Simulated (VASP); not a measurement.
# Si in VASP: single point with PBEsol

Aim: the single point of Si with PBEsol.

Program: VASP 6.6.1. These are calculated values, not measurements. Logs are shortened: lines on timing, memory, paths and dates and some standing lists are left out, and cuts for length are marked.

## Step 1: The cell of the first run

The cell holds a slab with vacuum, 8 atoms: a = 3.825 Å, b = 3.825 Å, c = 27.283 Å, α = 90.00°, β = 90.00°, γ = 120.00°.

## Step 2: Single point, PBEsol

INCAR

```
PREC     = Accurate       # precision mode
ENCUT    = 520            # plane-wave cutoff, eV
EDIFF    = 1E-6           # SCF threshold, eV
ISMEAR   = 0              # smearing method
SIGMA    = 0.05           # smearing width, eV
LREAL    = False          # projectors in reciprocal space
LASPH    = True           # aspherical terms in the spheres
NELM     = 80             # most SCF steps
ALGO     = Normal         # electronic algorithm
ISIF     = 2              # what is computed and relaxed
LWAVE    = False          # write WAVECAR
LCHARG   = False          # write CHGCAR
LDIPOL   = True         
IDIPOL   = 3            
DIPOL    = 0.5 0.5 0.500
GGA      = PS             # functional
NBANDS   = 26             # bands
```

KPOINTS

```
regular mesh
0
Gamma
  9 9 1
```

POSCAR

```
Si
1.0
    3.8248883485      0.0000000000      0.0000000000
   -1.9124441742      3.3124504764      0.0000000000
    0.0000000000      0.0000000000     27.2832821802
Si
8
Direct
    0.6666666667      0.3333333333      0.3115460942
    0.3333333333      0.6666666667      0.3407519222
    0.3333333333      0.6666666667      0.4274467554
    0.6666666667      0.3333333333      0.4566525834
    0.6666666667      0.3333333333      0.5431639484
    0.3333333333      0.6666666667      0.5719308159
    0.3333333333      0.6666666667      0.6603598768
    0.6666666667      0.3333333333      0.6850719624
```

Potentials or basis: VASP PAW PBE potentials, release 64 (Si).

Launch:

```console
$ cat potpaw_PBE.64/Si/POTCAR > POTCAR
$ mpirun -np 1 vasp_std > vasp.out
```

OUTCAR:

```text
PREC = Accurate
   ENCUT = 520
   EDIFF = 1E-6
   ISMEAR = 0
   LREAL = False
   LASPH = True
   NELM = 80
   ISIF = 2
   GGA = PS

 ion  position               nearest neighbor table
   1  0.667  0.333  0.312-   2 2.35   2 2.35   2 2.35
   2  0.333  0.667  0.341-   1 2.35   1 2.35   1 2.35   3 2.37
   3  0.333  0.667  0.427-   4 2.35   4 2.35   4 2.35   2 2.37
   4  0.667  0.333  0.457-   3 2.35   3 2.35   3 2.35   5 2.36
   5  0.667  0.333  0.543-   6 2.34   6 2.34   6 2.34   4 2.36
   6  0.333  0.667  0.572-   5 2.34   5 2.34   5 2.34   7 2.41
   7  0.333  0.667  0.660-   8 2.31   8 2.31   8 2.31   6 2.41
   8  0.667  0.333  0.685-   7 2.31   7 2.31   7 2.31

  LATTYP: Found a hexagonal cell.
 ALAT       =     3.8248883485
 C/A-ratio  =     7.1330924446

  Lattice vectors:

 A1 = (   3.8248883485,   0.0000000000,   0.0000000000)
 A2 = (  -1.9124441742,   3.3124504764,   0.0000000000)
 A3 = (   0.0000000000,   0.0000000000,  27.2832821802)

Analysis of symmetry for initial positions (statically):
=====================================================================
 Subroutine PRICEL returns:
 Original cell was already a primitive cell.

 Routine SETGRP: Setting up the symmetry group for a
 hexagonal supercell.

 Subroutine GETGRP returns: Found  6 space group operations
 (whereof  6 operations were pure point group operations)
 out of a pool of 24 trial point group operations.

The static configuration has the point symmetry C_3v.

Analysis of symmetry for dynamics (positions and initial velocities):
=====================================================================
 Subroutine PRICEL returns:
 Original cell was already a primitive cell.

 Routine SETGRP: Setting up the symmetry group for a
 hexagonal supercell.

 Subroutine GETGRP returns: Found  6 space group operations
 (whereof  6 operations were pure point group operations)
 out of a pool of 24 trial point group operations.

The dynamic configuration has the point symmetry C_3v.

 Subroutine INISYM returns: Found  6 space group operations
 (whereof  6 operations are pure point group operations),
 and found     1 'primitive' translations

----------------------------------------------------------------------------------------

                                     Primitive cell

  volume of cell :     345.6725

  direct lattice vectors                    reciprocal lattice vectors
     3.824888349  0.000000000  0.000000000     0.261445540  0.150945653  0.000000000
    -1.912444174  3.312450476  0.000000000     0.000000000  0.301891306  0.000000000
     0.000000000  0.000000000 27.283282180     0.000000000  0.000000000  0.036652482

  length of vectors
     3.824888349  3.824888348 27.283282180     0.301891306  0.301891306  0.036652482

  position of ions in fractional coordinates (direct lattice)
     0.666666667  0.333333333  0.311546094
     0.333333333  0.666666667  0.340751922
     0.333333333  0.666666667  0.427446755
     0.666666667  0.333333333  0.456652583
     0.666666667  0.333333333  0.543163948
     0.333333333  0.666666667  0.571930816
     0.333333333  0.666666667  0.660359877
     0.666666667  0.333333333  0.685071962

  ion indices of the primitive-cell ions
   primitive index   ion index
                 1           1
                 2           2
                 3           3
                 4           4
                 5           5
                 6           6
                 7           7
                 8           8

----------------------------------------------------------------------------------------

 KPOINTS: regular mesh

Automatic generation of k-mesh.
 Grid dimensions read from file:
 generate k-points for:    9    9    1

 Generating k-lattice:

  Cartesian coordinates                     Fractional coordinates (reciprocal lattice)
     0.029049504  0.016771739  0.000000000     0.111111111 -0.000000000  0.000000000
     0.000000000  0.033543478  0.000000000     0.000000000  0.111111111  0.000000000
     0.000000000  0.000000000  0.036652482     0.000000000  0.000000000  1.000000000

  Length of vectors
     0.033543478  0.033543478  0.036652482

  Shift w.r.t. Gamma in fractional coordinates (k-lattice)
     0.000000000  0.000000000  0.000000000

 Subroutine IBZKPT returns following result:
 ===========================================

 Found     12 irreducible k-points:

 Following reciprocal coordinates:
            Coordinates               Weight
  0.000000  0.000000  0.000000      1.000000
  0.111111 -0.000000  0.000000      6.000000
  0.222222 -0.000000  0.000000      6.000000
  0.333333 -0.000000  0.000000      6.000000
  0.444444 -0.000000  0.000000      6.000000
  0.111111  0.111111  0.000000      6.000000
  0.222222  0.111111  0.000000     12.000000
  0.333333  0.111111  0.000000     12.000000
  0.444444  0.111111  0.000000      6.000000
  0.222222  0.222222  0.000000      6.000000
  0.333333  0.222222  0.000000     12.000000
  0.333333  0.333333  0.000000      2.000000
   k-points           NKPTS =     12   k-points in BZ     NKDIM =     12   number of bands    NBANDS=     26
   number of dos      NEDOS =    301   number of ions     NIONS =      8
   total plane-waves  NPLWV = 164640
   dimension x,y,z NGX =    28 NGY =   28 NGZ =  210
   dimension x,y,z NGXF=    56 NGYF=   56 NGZF=  420
   ions per type =               8
   NGX,Y,Z   is equivalent  to a cutoff of  12.17, 12.17, 12.80 a.u.
   NGXF,Y,Z  is equivalent  to a cutoff of  24.34, 24.34, 25.59 a.u.
 SYSTEM =  unknown system
   PREC   = accura    normal or accurate (medium, high low for compatibility)
   ISTART =      0    job   : 0-new  1-cont  2-samecut
   ICHARG =      2    charge: 1-file 2-atom 10-const
   ISPIN  =      1    spin polarized calculation?
   LNONCOLLINEAR =      F non collinear calculations
   LSORBIT =      F    spin-orbit coupling
   LASPH  =      T    aspherical Exc in radial PAW
   ENCUT  =  520.0 eV  38.22 Ry    6.18 a.u.   7.11  7.11 50.73*2*pi/ulx,y,z
   NELM   =     80;   NELMIN=  2; NELMDL= -5     # of ELM steps
   EDIFF  = 0.1E-05   stopping-criterion for ELM
   LREAL  =      F    real-space projection
   EDIFFG = 0.1E-04   stopping-criterion for IOM
   NSW    =      0    number of steps for IOM
   IBRION =     -1    ionic relax: 0-MD 1-quasi-New 2-CG
   NFREE  =      0    steps in history (QN), initial steepest desc. (CG)
   ISIF   =      2    stress and relaxation
   ISYM   =      2    0-nonsym 1-usesym 2-fastsym
   POTIM  = 0.5000    time-step for ionic-motion
   TEBEG  =    0.0;   TEEND  =   0.0 temperature during run
   PSTRESS=    0.0 pullay stress
   NELECT =      32.0000    total number of electrons
   NUPDOWN=      -1.0000    fix difference up-down
   EMIN   =  10.00;   EMAX   =-10.00  energy-range for DOS
   EFERMI =   0.00;   METHOD = LEGACY
   ISMEAR =     0;   SIGMA  =   0.05  broadening in eV -4-tet -1-fermi 0-gaus
   EFERMI_NEDOS =   21; number of points for ismear=-14 and -15
   IALGO  =     38    algorithm
   IMIX   =      4    mixing-type and parameters
     AMIX     =   0.40;   BMIX     =  1.00
     AMIX_MAG =   1.60;   BMIX_MAG =  1.00
  volume/ion in A,a.u.               =      43.21       291.59
  Fermi-wavevector in a.u.,A,eV,Ry     =   0.740576  1.399487  7.462163  0.548453
  Thomas-Fermi vector in A             =   1.835012
   LORBIT       =      0    0 simple, 1 ext, 2 COOP (PROOUT), +10 PAW based schemes
   GGA     = PS    functional components
   LHFCALC =     F    Hartree Fock is set to
   AEXX    =    0.0000 exact exchange contribution
   IVDW    =     0    specifies the selected vdW correction
   LEPSILON=     F    determine dielectric tensor
   LRPA    =     F    only Hartree local field effects (RPA)
 non-spin polarized calculation
 Gauss-broadening in eV      SIGMA  =   0.05
  energy-cutoff  :      520.00
  volume of cell :      345.67
 maximum number of plane-waves:      9393
   NGX = 15   NGY = 15   NGZ =101

 dipolmoment           0.000000      0.000000      0.008874 electrons x Angstroem

 number of electron      31.9999998 magnetization

 dipolmoment           0.000000      0.000000     -0.009039 electrons x Angstroem

 Free energy of the ion-electron system (eV)
  ---------------------------------------------------
  ext. energy  EPLUGINS =         0.00000000
  ---------------------------------------------------
  free energy    TOTEN  =       -43.16398537 eV

  energy without entropy =      -43.15895671  energy(sigma->0) =      -43.16147104

 E-fermi :   0.0813     XC(G=0):  -4.9557

 val. band max:        0.0365896026   @ k =   0.1111  -0.0000   0.0000
 cond. band min:       0.1155767450   @ k =   0.3333   0.2222   0.0000
 fundamental gap:      0.0789871424
 Fermi energy:         0.0812529807

 k-point     1 :       0.0000    0.0000    0.0000
  band No.  band energies     occupation
      1     -11.7656      2.00000
      2     -11.2401      2.00000
      3     -10.5137      2.00000
      4      -9.8264      2.00000
      5      -6.1982      2.00000
      6      -4.5718      2.00000
[... 18 lines left out ...]
     25       3.4481      0.00000
     26       3.7693      0.00000

 k-point     2 :       0.1111   -0.0000    0.0000
  band No.  band energies     occupation
      1     -11.6210      2.00000
      2     -11.0958      2.00000
      3     -10.3689      2.00000
      4      -9.6793      2.00000
      5      -6.1245      2.00000
      6      -4.5221      2.00000
[... 18 lines left out ...]
     25       3.7503      0.00000
[... 260 lines left out ...]
     25       4.7332      0.00000
     26       5.2887      0.00000

 k-point    12 :       0.3333    0.3333    0.0000
  band No.  band energies     occupation
      1      -8.6444      2.00000
      2      -8.6409      2.00000
      3      -8.4456      2.00000
      4      -7.4827      2.00000
      5      -7.1291      2.00000
      6      -6.8826      2.00000
[... 18 lines left out ...]
     25       6.0475      0.00000
     26       6.1406      0.00000

------------------------ aborting loop because EDIFF is reached ----------------------------------------

 vacuum level on the upper side and lower side of the slab       (xc-potential included)        -0.222        -0.075

  FORCE on cell =-STRESS in cart. coord.  units (eV):
  Direction    XX          YY          ZZ          XY          YZ          ZX
  --------------------------------------------------------------------------------------
  -------------------------------------------------------------------------------------
  Total        0.4202758      0.4202758     -0.1776088      0.0000000      0.0000000      0.0000000
  in kB        1.9479608      1.9479608     -0.8232093      0.0000000      0.0000000      0.0000000
  external PRESSURE =       1.0242374 kB  Pullay stress =       0.0000000 kB

 VOLUME and BASIS-vectors are now :
 -----------------------------------------------------------------------------
  energy-cutoff  :      520.00
  volume of cell :      345.67
      direct lattice vectors                 reciprocal lattice vectors
     3.824888349  0.000000000  0.000000000     0.261445540  0.150945653  0.000000000
    -1.912444174  3.312450476  0.000000000     0.000000000  0.301891306  0.000000000
     0.000000000  0.000000000 27.283282180     0.000000000  0.000000000  0.036652482

 POSITION                                       TOTAL-FORCE (eV/Angst)
 -----------------------------------------------------------------------------------
      1.91244      1.10415      8.50000        -0.000000     -0.000000      0.518163
     -0.00000      2.20830      9.29683         0.000000     -0.000000     -0.682099
     -0.00000      2.20830     11.66215        -0.000000     -0.000000      0.221979
      1.91244      1.10415     12.45898        -0.000000     -0.000000     -0.064990
      1.91244      1.10415     14.81930         0.000000     -0.000000      0.024278
     -0.00000      2.20830     15.60415        -0.000000     -0.000000      0.019419
     -0.00000      2.20830     18.01678         0.000000     -0.000000     -0.024568
      1.91244      1.10415     18.69101        -0.000000      0.000000     -0.012183
 -----------------------------------------------------------------------------------
    total drift:                                0.000000     -0.000000      0.000021

  FREE ENERGIE OF THE ION-ELECTRON SYSTEM (eV)
  ---------------------------------------------------
  free  energy   TOTEN  =       -43.1639853690 eV

  energy  without entropy=      -43.1589567127  energy(sigma->0) =      -43.16147104

 vacuum level on the upper side and lower side of the slab         4.680         4.786
```

It took 3.6 min on 1 thread of Intel Xeon Platinum 8488C (Sapphire Rapids), shared host; peak memory 0.41 GiB.

Results:

| Property | Result |
| --- | --- |
| Free energy | -43.1640 eV |
| Largest force | 0.682 eV/Å |
| Band gap on the k mesh | zero (band 16 reaches 0.22 eV, above the bottom of band 17 at -0.11 eV) |

Forces in eV/Å, atoms in the order of the input:
```
Si   0.000  0.000  0.518
Si   0.000  0.000 -0.682
Si   0.000  0.000  0.222
Si   0.000  0.000 -0.065
Si   0.000  0.000  0.024
Si   0.000  0.000  0.019
Si   0.000  0.000 -0.025
Si   0.000  0.000 -0.012
```

Levels at points of the mesh, in eV from the Fermi level:
```tsv
k point	band 12	band 13	band 14	band 15	band 16	band 17	band 18	band 19	band 20	band 21
(0.00, 0.00, 0.00)	-0.31	-0.31	-0.27	0.14	0.14	0.73	1.40	1.93	2.46	2.46
```

Caveat: the PAW data sets were made with another functional, which shifts forces and pressure a little.
